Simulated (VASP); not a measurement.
# Ga: single point with PBE

The system is Ga.

```
CELL_PARAMETERS angstrom
1.35871 -4.01233 -0.01695
1.35871 4.01233 -0.01695
-0.15619 0.00000 3.24309
ATOMIC_POSITIONS crystal
Ga 0.86684 0.13316 0.25000
Ga 0.13316 0.86684 0.75000
```

* Program: VASP 6.6.1
* Task: single point
* Functional: PBE
* Potentials or basis: VASP PAW PBE potentials, release 64 (Ga_d)
* Cutoff: 500 eV
* k mesh: 13 × 13 × 11
* Occupations: fermi-dirac, width 0.1 eV
* Spin: no spin polarisation
* Dipole correction: no
* Further INCAR settings: ALGO = Normal; EDIFF = 1e-06; NBANDS = 20

| Property | Result |
| --- | --- |
| Pressure | 4.9 GPa |
| Largest force | 0.006 eV/Å |
| Band gap on the k mesh | zero (bands 13 and 14 overlap by 8.32 eV) |

Forces in eV/Å, atoms in the order of the input:
```
Ga   0.000 -0.006  0.000
Ga   0.000  0.006  0.000
```

Stress tensor (GPa, compression positive):
```
5.84 0.00 0.19
0.00 4.22 0.00
0.19 0.00 4.76
```

Levels at points of the mesh, in eV from the Fermi level:
```
           k point  band 11  band 12  band 13  band 14  band 15  band 16
(0.00, 0.00, 0.00)   -11.63    -2.41    -1.72     1.92     5.74     9.97
```

Run time: 2.5 min on 1 thread of Intel(R) Xeon(R) Platinum 8259CL CPU @ 2.50GHz (Skylake/Cascade Lake), on a shared host, peak memory 0.37 GiB.

Caveat: the cell stands under pressure.
